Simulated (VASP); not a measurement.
Here is a VASP 6.6.1 calculation.

The input INCAR:

```
PREC = Accurate ; ENCUT = 520
EDIFF = 1E-7 ; ISMEAR = 0
SIGMA = 0.02 ; LREAL = F
LASPH = T ; NELM = 80
ALGO = Normal ; ISIF = 2
LWAVE = F ; LCHARG = F
GGA = PE ; NBANDS = 44
```

The input KPOINTS:

```
regular mesh
0
Gamma
  6 6 6
```

POSCAR

```
Hf2ZrS6
1.0
    3.1721361570      1.8314336661      6.8246966552
   -3.1721361570      1.8314336661      6.8246966552
    0.0000000000     -3.6628673264      6.8246966568
Zr Hf S
1 2 6
Direct
    0.5000000000      0.5000000000      0.5000000000
    0.8333331293      0.8333331293      0.8333331293
    0.1666668707      0.1666668707      0.1666668707
    0.4293185737      0.0936505944      0.7649887417
    0.0936505944      0.7649887417      0.4293185737
    0.7649887417      0.4293185737      0.0936505944
    0.2350112583      0.5706814263      0.9063494056
    0.9063494056      0.2350112583      0.5706814263
    0.5706814263      0.9063494056      0.2350112583
```

Potentials or basis: VASP PAW PBE potentials, release 64 (Zr_sv, Hf_pv, S).

Run with:

```console
$ cat potpaw_PBE.64/Zr_sv/POTCAR potpaw_PBE.64/Hf_pv/POTCAR potpaw_PBE.64/S/POTCAR > POTCAR
$ mpirun -np 1 vasp_std > vasp.out
```

Problem. What does it give for the largest force?

Solution. 0.054 eV/Å.

Problem. What does it give for the band gap on the k mesh?

Solution. 1.21 eV (least direct gap 1.67 eV).

Problem. Estimate the pressure.

Solution. -0.3 GPa.

Stress tensor (GPa, compression positive):
```
-0.37  0.00  0.00
 0.00 -0.37  0.00
 0.00  0.00 -0.28
```

Caveat: spin-orbit coupling is left out, which moves the levels of the heavy elements. A k mesh can miss the band edges.
